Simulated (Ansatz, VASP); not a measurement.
**PbSe: VASP beside Ansatz**

Contents of INCAR:

```
SYSTEM = PbSe
ALGO = Normal
EDIFF = 1E-8
ENCUT = 400
GGA = PS
GGA_COMPAT = .False.
ISIF = 2
ISMEAR = -1
LASPH = .True.
LCHARG = .False.
LEFG = .True.
LREAL = .False.
LWAVE = .False.
NBANDS = 17
NELM = 120
PREC = Accurate
SIGMA = 0.01
```

Contents of KPOINTS:

```
k-points
0
Gamma
  9 9 9
  0 0 0
```

POSCAR

```
PbSe
1.0
    0.0000000000      3.0207645214      3.0207645214
    3.0207645214      0.0000000000      3.0207645214
    3.0207645214      3.0207645214      0.0000000000
Pb Se
1 1
Direct
    0.0000000000      0.0000000000      0.0000000000
    0.5000000000      0.5000000000      0.5000000000
```

Input for Ansatz:

```yaml
crystal:
  lattice:
    - [0.0, 3.0207645214, 3.0207645214]
    - [3.0207645214, 0.0, 3.0207645214]
    - [3.0207645214, 3.0207645214, 0.0]
  atoms:
    - { symbol: Pb, position: [0.0, 0.0, 0.0] }
    - { symbol: Se, position: [0.5, 0.5, 0.5] }
kpoints:
  mp_grid: { grid: [9, 9, 9] }
scf:
  occupations: { method: fermi_dirac, width: 0.01 }
hamiltonian:
  xc: pbesol
  pseudopotentials: { kind: paw }
output:
  forces: true
  stress: true
  eigenvalues: true
  efg: { contact_densities: true }
```

Change from the starting cell: volume scaled by 0.96, PAW files.

Alike in both runs: task electric field gradients; functional PBEsol; k mesh 9 × 9 × 9; occupations fermi-dirac, width 0.01 eV; no spin polarisation.

|  | VASP | Ansatz |
| --- | --- | --- |
| version | VASP 6.6.1 | Ansatz 0.2.0 |
| potentials or method | VASP PAW PBE potentials, release 64 (Pb_d, Se) | PAW with Ansatz's default frozen-core files, scalar-relativistic |
| plane-wave cutoff (eV) | 400 | 420 |
| valence electrons in the cell | 20 | 30 |

```tsv
	VASP	Ansatz	Ansatz less VASP
pressure (GPa)	1.7	1.7	+0.01
```

VASP's potentials were made for PBE, not for PBEsol. The functional is the same, so the differences come from potentials, cutoffs and numerics. VASP's potentials hold 20 valence electrons a cell and Ansatz's 30, so a difference there can come from the potentials and not from the codes.

Spin-orbit coupling is off throughout.
